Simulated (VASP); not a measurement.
# La (Im-3m) in VASP: notebook

Runs on La. Level: PBEsol. Tasks: single point.

All numbers are computed with VASP 6.6.1; they aren't measurements. Logs are shortened: lines on timing, memory, paths and dates and some standing lists are left out, and cuts for length are marked.

**1. The cell of the first run**

Symmetry: Im-3m, No. 229, cubic system. Conventional cell: a = 4.170 Å, b = 4.170 Å, c = 4.170 Å, α = 90.00°, β = 90.00°, γ = 90.00°. Within 4.7 Å of La (site symmetry m-3m) lie 14 La at 3.61 to 4.17 Å.

**2. Single point, PBEsol (volume scaled by 1.04)**

INCAR reads:

```
PREC = Accurate
ENCUT = 520
EDIFF = 1E-7
ISMEAR = -1
SIGMA = 0.1
LREAL = False
LASPH = True
NELM = 100
ALGO = Normal
ISIF = 2
LWAVE = False
LCHARG = True
GGA = PS
LELF = True
LVHAR = True
NBANDS = 12
```

KPOINTS reads:

```
regular mesh
0
Gamma
  12 12 12
```

POSCAR reads:

```
La
1.0
   -2.0849384338      2.0849384338      2.0849384338
    2.0849384338     -2.0849384338      2.0849384338
    2.0849384338      2.0849384338     -2.0849384338
La
1
Direct
    0.0000000000      0.0000000000      0.0000000000
```

Potentials or basis: VASP PAW PBE potentials, release 64 (La).

On the command line:

```
cat potpaw_PBE.64/La/POTCAR > POTCAR
mpirun -np 1 vasp_std > vasp.out
```

OUTCAR:

```text
PREC = Accurate
   ENCUT = 520
   EDIFF = 1E-7
   ISMEAR = -1
   LREAL = False
   LASPH = True
   NELM = 100
   ISIF = 2
   GGA = PS

 ion  position               nearest neighbor table
   1  0.000  0.000  0.000-

  LATTYP: Found a body centered cubic cell.
 ALAT       =     4.1698768676

  Lattice vectors:

 A1 = (  -2.0849384338,   2.0849384338,   2.0849384338)
 A2 = (   2.0849384338,  -2.0849384338,   2.0849384338)
 A3 = (   2.0849384338,   2.0849384338,  -2.0849384338)

Analysis of symmetry for initial positions (statically):
=====================================================================
 Subroutine PRICEL returns:
 Original cell was already a primitive cell.

 Routine SETGRP: Setting up the symmetry group for a
 body centered cubic supercell.

 Subroutine GETGRP returns: Found 48 space group operations
 (whereof 48 operations were pure point group operations)
 out of a pool of 48 trial point group operations.

The static configuration has the point symmetry O_h .

Analysis of symmetry for dynamics (positions and initial velocities):
=====================================================================
 Subroutine PRICEL returns:
 Original cell was already a primitive cell.

 Routine SETGRP: Setting up the symmetry group for a
 body centered cubic supercell.

 Subroutine GETGRP returns: Found 48 space group operations
 (whereof 48 operations were pure point group operations)
 out of a pool of 48 trial point group operations.

The dynamic configuration has the point symmetry O_h .

 Subroutine INISYM returns: Found 48 space group operations
 (whereof 48 operations are pure point group operations),
 and found     1 'primitive' translations

----------------------------------------------------------------------------------------

                                     Primitive cell

  volume of cell :      36.2526

  direct lattice vectors                    reciprocal lattice vectors
    -2.084938434  2.084938434  2.084938434     0.000000000  0.239815235  0.239815235
     2.084938434 -2.084938434  2.084938434     0.239815235  0.000000000  0.239815235
     2.084938434  2.084938434 -2.084938434     0.239815235  0.239815235  0.000000000

  length of vectors
     3.611219298  3.611219298  3.611219298     0.339149957  0.339149957  0.339149957

  position of ions in fractional coordinates (direct lattice)
     0.000000000  0.000000000  0.000000000

  ion indices of the primitive-cell ions
   primitive index   ion index
                 1           1

----------------------------------------------------------------------------------------

 KPOINTS: regular mesh

Automatic generation of k-mesh.
 Grid dimensions read from file:
 generate k-points for:   12   12   12

 Generating k-lattice:

  Cartesian coordinates                     Fractional coordinates (reciprocal lattice)
     0.000000000  0.019984603  0.019984603     0.083333333  0.000000000  0.000000000
     0.019984603  0.000000000  0.019984603     0.000000000  0.083333333  0.000000000
     0.019984603  0.019984603  0.000000000     0.000000000  0.000000000  0.083333333

  Length of vectors
     0.028262496  0.028262496  0.028262496

  Shift w.r.t. Gamma in fractional coordinates (k-lattice)
     0.000000000  0.000000000  0.000000000

 Subroutine IBZKPT returns following result:
 ===========================================

 Found     72 irreducible k-points:

 Following reciprocal coordinates:
            Coordinates               Weight
  0.000000  0.000000  0.000000      1.000000
  0.083333  0.000000  0.000000     12.000000
  0.166667  0.000000  0.000000     12.000000
  0.250000  0.000000  0.000000     12.000000
  0.333333  0.000000  0.000000     12.000000
  0.416667  0.000000  0.000000     12.000000
[... 16 lines left out ...]
  0.333333  0.083333  0.083333     24.000000
  0.416667  0.083333  0.083333     12.000000
 [... further k-points ...]
   k-points           NKPTS =     72   k-points in BZ     NKDIM =     72   number of bands    NBANDS=     12
   number of dos      NEDOS =    301   number of ions     NIONS =      1
   total plane-waves  NPLWV =  21952
   dimension x,y,z NGX =    28 NGY =   28 NGZ =   28
   dimension x,y,z NGXF=    56 NGYF=   56 NGZF=   56
   ions per type =               1
   NGX,Y,Z   is equivalent  to a cutoff of  12.89, 12.89, 12.89 a.u.
   NGXF,Y,Z  is equivalent  to a cutoff of  25.78, 25.78, 25.78 a.u.
 SYSTEM =  unknown system
   PREC   = accura    normal or accurate (medium, high low for compatibility)
   ISTART =      0    job   : 0-new  1-cont  2-samecut
   ICHARG =      2    charge: 1-file 2-atom 10-const
   ISPIN  =      1    spin polarized calculation?
   LNONCOLLINEAR =      F non collinear calculations
   LSORBIT =      F    spin-orbit coupling
   LASPH  =      T    aspherical Exc in radial PAW
   ENCUT  =  520.0 eV  38.22 Ry    6.18 a.u.   6.71  6.71  6.71*2*pi/ulx,y,z
   NELM   =    100;   NELMIN=  2; NELMDL= -5     # of ELM steps
   EDIFF  = 0.1E-06   stopping-criterion for ELM
   LREAL  =      F    real-space projection
   EDIFFG = 0.1E-05   stopping-criterion for IOM
   NSW    =      0    number of steps for IOM
   IBRION =     -1    ionic relax: 0-MD 1-quasi-New 2-CG
   NFREE  =      0    steps in history (QN), initial steepest desc. (CG)
   ISIF   =      2    stress and relaxation
   ISYM   =      2    0-nonsym 1-usesym 2-fastsym
   POTIM  = 0.5000    time-step for ionic-motion
   TEBEG  =    0.0;   TEEND  =   0.0 temperature during run
   PSTRESS=    0.0 pullay stress
   NELECT =      11.0000    total number of electrons
   NUPDOWN=      -1.0000    fix difference up-down
   EMIN   =  10.00;   EMAX   =-10.00  energy-range for DOS
   EFERMI =   0.00;   METHOD = LEGACY
   ISMEAR =    -1;   SIGMA  =   0.10  broadening in eV -4-tet -1-fermi 0-gaus
   EFERMI_NEDOS =   21; number of points for ismear=-14 and -15
   IALGO  =     38    algorithm
   IMIX   =      4    mixing-type and parameters
     AMIX     =   0.40;   BMIX     =  1.00
     AMIX_MAG =   1.60;   BMIX_MAG =  1.00
  volume/ion in A,a.u.               =      36.25       244.64
  Fermi-wavevector in a.u.,A,eV,Ry     =   1.100084  2.078857 16.465562  1.210185
  Thomas-Fermi vector in A             =   2.236489
   LORBIT       =      0    0 simple, 1 ext, 2 COOP (PROOUT), +10 PAW based schemes
   GGA     = PS    functional components
   LHFCALC =     F    Hartree Fock is set to
   AEXX    =    0.0000 exact exchange contribution
   IVDW    =     0    specifies the selected vdW correction
   LEPSILON=     F    determine dielectric tensor
   LRPA    =     F    only Hartree local field effects (RPA)
 non-spin polarized calculation
  energy-cutoff  :      520.00
  volume of cell :       36.25
 maximum number of plane-waves:       992
   NGX = 13   NGY = 13   NGZ = 13

 number of electron      11.0000002 magnetization

 Free energy of the ion-electron system (eV)
  ---------------------------------------------------
  ext. energy  EPLUGINS =         0.00000000
  ---------------------------------------------------
  free energy    TOTEN  =        -5.24755093 eV

  energy without entropy =       -5.16335208  energy(sigma->0) =       -5.20545151

 E-fermi :   7.9458     XC(G=0):  -9.7829

 val. band max:        7.9165104394   @ k =   0.2500   0.2500   0.0000
 cond. band min:       7.9487101093   @ k =   0.2500   0.1667  -0.0000
 fundamental gap:      0.0321996699
 Fermi energy:         7.9458081880

 k-point     1 :       0.0000    0.0000    0.0000
  band No.  band energies     occupation
      1     -24.8696      2.00000
      2      -7.7415      2.00000
      3      -7.7415      2.00000
      4      -7.7415      2.00000
      5       4.7255      2.00000
      6       9.4525      0.00000
      7       9.4525      0.00000
      8       9.4525      0.00000
      9       9.5342      0.00000
     10       9.5342      0.00000
     11       9.5342      0.00000
     12      10.3239      0.00000

 k-point     2 :       0.0833    0.0000    0.0000
  band No.  band energies     occupation
      1     -24.8546      2.00000
      2      -7.8565      2.00000
      3      -7.7748      2.00000
      4      -7.7430      2.00000
      5       4.9536      2.00000
      6       9.1209      0.00002
      7       9.1268      0.00001
      8       9.5248      0.00000
      9       9.5429      0.00000
     10       9.7665      0.00000
     11       9.7793      0.00000
     12      10.2996      0.00000

 k-point     3 :       0.1667    0.0000    0.0000
  band No.  band energies     occupation
      1     -24.8133      2.00000
      2      -8.1570      2.00000
      3      -7.8640      2.00000
      4      -7.7471      2.00000
      5       5.5373      2.00000
      6       8.7091      0.00097
      7       8.7308      0.00078
      8       9.5063      0.00000
      9       9.7044      0.00000
     10       9.9175      0.00000
     11       9.9687      0.00000
     12      10.2556      0.00000
[... 286 lines left out ...]
 k-point    23 :       0.3333    0.0833    0.0833
  band No.  band energies     occupation
      1     -24.6477      2.00000
      2      -9.0825      2.00000
      3      -8.2458      2.00000
      4      -7.8668      2.00000
      5       6.6245      2.00000
      6       7.7722      1.70037
      7       9.3634      0.00000
      8       9.6789      0.00000
      9       9.9087      0.00000
     10      10.1070      0.00000
     11      10.1537      0.00000
     12      10.2887      0.00000

 k-point    24 :       0.4167    0.0833    0.0833
  band No.  band energies     occupation
      1     -24.6334      2.00000
      2      -9.1454      2.00000
      3      -8.2915      2.00000
      4      -7.8711      2.00000
      5       6.5565      2.00000
      6       7.7255      1.80100
      7       9.6149      0.00000
      8       9.6796      0.00000
      9       9.9018      0.00000
     10      10.1664      0.00000
     11      10.1883      0.00000
     12      10.2588      0.00000

 [... further k-points ...]
[... 5 lines left out ...]
  --------------------------------------------------------------------------------------
  -------------------------------------------------------------------------------------
  Total       -0.2080227     -0.2080227     -0.2080227      0.0000000      0.0000000      0.0000000
  in kB       -9.1935147     -9.1935147     -9.1935147      0.0000000      0.0000000      0.0000000
  external PRESSURE =      -9.1935147 kB  Pullay stress =       0.0000000 kB

 VOLUME and BASIS-vectors are now :
 -----------------------------------------------------------------------------
  energy-cutoff  :      520.00
  volume of cell :       36.25
      direct lattice vectors                 reciprocal lattice vectors
    -2.084938434  2.084938434  2.084938434     0.000000000  0.239815235  0.239815235
     2.084938434 -2.084938434  2.084938434     0.239815235  0.000000000  0.239815235
     2.084938434  2.084938434 -2.084938434     0.239815235  0.239815235  0.000000000

 POSITION                                       TOTAL-FORCE (eV/Angst)
 -----------------------------------------------------------------------------------
      0.00000      0.00000      0.00000        -0.000000      0.000000      0.000000
 -----------------------------------------------------------------------------------
    total drift:                                0.000000      0.000000      0.000000

  FREE ENERGIE OF THE ION-ELECTRON SYSTEM (eV)
  ---------------------------------------------------
  free  energy   TOTEN  =        -5.2475509336 eV

  energy  without entropy=       -5.1633520814  energy(sigma->0) =       -5.20545151
```

Run time: 27 s. Hardware: 1 thread of AMD EPYC 7R13 (Zen 3), shared host; peak memory 0.16 GiB.

Results:

| Item | Value |
| --- | --- |
| Free energy | -5.2476 eV |
| Pressure | -0.9 GPa |

Caveat: the PAW data sets were made with another functional, which shifts forces and pressure a little; spin-orbit coupling is left out, which moves the levels of the heavy elements.

**3. Single point, PBEsol (volume scaled by 1.08)**

INCAR reads:

```
ALGO = Normal
EDIFF = 1E-6
ENCUT = 520
GGA = PS
ISIF = 2
ISMEAR = -1
LASPH = True
LCHARG = False
LREAL = False
LWAVE = False
NBANDS = 12
NELM = 80
PREC = Accurate
SIGMA = 0.1
```

KPOINTS reads:

```
k-points
0
Gamma
  12 12 12
```

POSCAR reads:

```
La
1.0
   -2.1113328615      2.1113328615      2.1113328615
    2.1113328615     -2.1113328615      2.1113328615
    2.1113328615      2.1113328615     -2.1113328615
La
1
Direct
    0.0000000000      0.0000000000      0.0000000000
```

Potentials or basis: VASP PAW PBE potentials, release 64 (La).

On the command line:

```
cat potpaw_PBE.64/La/POTCAR > POTCAR
mpirun -np 1 vasp_std > vasp.out
```

OUTCAR:

```text
EDIFF = 1E-6
   ENCUT = 520
   GGA = PS
   ISIF = 2
   ISMEAR = -1
   LASPH = True
   LREAL = False
   NELM = 80
   PREC = Accurate

 ion  position               nearest neighbor table
   1  0.000  0.000  0.000-

  LATTYP: Found a body centered cubic cell.
 ALAT       =     4.2226657230

  Lattice vectors:

 A1 = (  -2.1113328615,   2.1113328615,   2.1113328615)
 A2 = (   2.1113328615,  -2.1113328615,   2.1113328615)
 A3 = (   2.1113328615,   2.1113328615,  -2.1113328615)

[... 528 lines left out ...]
      4      -8.3414      2.00000
      5       6.2298      2.00000
      6       7.3933      1.76595
      7       9.1656      0.00000
      8       9.2616      0.00000
      9       9.4594      0.00000
     10       9.6945      0.00000
     11       9.7304      0.00000
     12       9.8133      0.00000

 [... further k-points ...]
[... 5 lines left out ...]
  --------------------------------------------------------------------------------------
  -------------------------------------------------------------------------------------
  Total       -0.4341568     -0.4341568     -0.4341568     -0.0000000     -0.0000000      0.0000000
  in kB      -18.4768138    -18.4768138    -18.4768138     -0.0000000     -0.0000000      0.0000000
  external PRESSURE =     -18.4768138 kB  Pullay stress =       0.0000000 kB

 VOLUME and BASIS-vectors are now :
 -----------------------------------------------------------------------------
  energy-cutoff  :      520.00
  volume of cell :       37.65
      direct lattice vectors                 reciprocal lattice vectors
    -2.111332862  2.111332862  2.111332862     0.000000000  0.236817230  0.236817230
     2.111332862 -2.111332862  2.111332862     0.236817230  0.000000000  0.236817230
     2.111332862  2.111332862 -2.111332862     0.236817230  0.236817230  0.000000000

 POSITION                                       TOTAL-FORCE (eV/Angst)
 -----------------------------------------------------------------------------------
      0.00000      0.00000      0.00000         0.000000     -0.000000      0.000000
 -----------------------------------------------------------------------------------
    total drift:                                0.000000      0.000000      0.000000

  FREE ENERGIE OF THE ION-ELECTRON SYSTEM (eV)
  ---------------------------------------------------
  free  energy   TOTEN  =        -5.2355242967 eV

  energy  without entropy=       -5.1502479993  energy(sigma->0) =       -5.19288615
```

stdout:

```text
POSCAR found type information on POSCAR La
 POSCAR found :  1 types and       1 ions
 scaLAPACK will be used
 -----------------------------------------------------------------------------
|                                                                             |
|                                                                             |
|     You enforced a specific xc type in the INCAR file but a different       |
|     I HOPE YOU KNOW WHAT YOU ARE DOING!                                     |
|                                                                             |
 -----------------------------------------------------------------------------

 LDA part: xc-table for (Slater+PW92), standard interpolation
 POSCAR, INCAR and KPOINTS ok, starting setup
 FFT: planning ... GRIDC
 FFT: planning ... GRID_SOFT
 FFT: planning ... GRID
 WAVECAR not read
 entering main loop
```

Run time: 24 s. Hardware: 1 thread of AMD EPYC 7R13 (Zen 3), shared host; peak memory 0.16 GiB.

Results:

```
Free energy : -5.2355 eV
Pressure    : -1.8 GPa
```

Caveat: the PAW data sets were made with another functional, which shifts forces and pressure a little; spin-orbit coupling is left out, which moves the levels of the heavy elements.
